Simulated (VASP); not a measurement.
BaTiO3, 5 atoms in the cell. The structure is tetragonal, space group P4/mmm (No. 123). The conventional cell has a = 4.056 Å, b = 4.056 Å, c = 4.861 Å, α = 90.00°, β = 90.00°, γ = 90.00°. Ba (site symmetry 4/mmm) has 10 O at 2.43 to 3.17 Å within 3.2 Å. Within 2.7 Å of Ti (site symmetry 4/mmm) lie 4 O at 2.03 Å. Within 2.7 Å of O (site symmetry mmm) lie 2 Ti at 2.03 Å and 2 O at 2.03 Å. Within 2.7 Å of O (site symmetry 4/mmm) lie 4 O at 2.03 Å and 2 Ba at 2.43 Å. 

| Quantity | Value |
| --- | --- |
| Program | VASP 6.6.1 |
| Task | single point |
| Functional | PBEsol |
| Potentials or basis | VASP PAW PBE potentials, release 64 (Ba_sv, Ti_sv, O) |
| Cutoff | 520 eV |
| k mesh | 6 × 6 × 4 |
| Occupations | fermi-dirac, width 0.05 eV |
| Spin | no spin polarisation |
| Dipole correction | no |
| Further INCAR settings | ALGO = Normal; EDIFF = 1e-06; NBANDS = 28 |

Potentials or basis: VASP PAW PBE potentials, release 64 (Ba_sv, Ti_sv, O).

Command:

```console
$ cat potpaw_PBE.64/Ba_sv/POTCAR potpaw_PBE.64/Ti_sv/POTCAR potpaw_PBE.64/O/POTCAR > POTCAR
$ mpirun -np 1 vasp_std > vasp.out
```

Hardware: 1 thread of Intel(R) Xeon(R) 6975P-C (Granite Rapids) (shared host).

Q: How long does it take, and how much memory?

A: It took 37 s on 1 thread of Intel(R) Xeon(R) 6975P-C (Granite Rapids) (shared host), peak memory 0.22 GiB. Counts: scf iterations 20, k points 30.
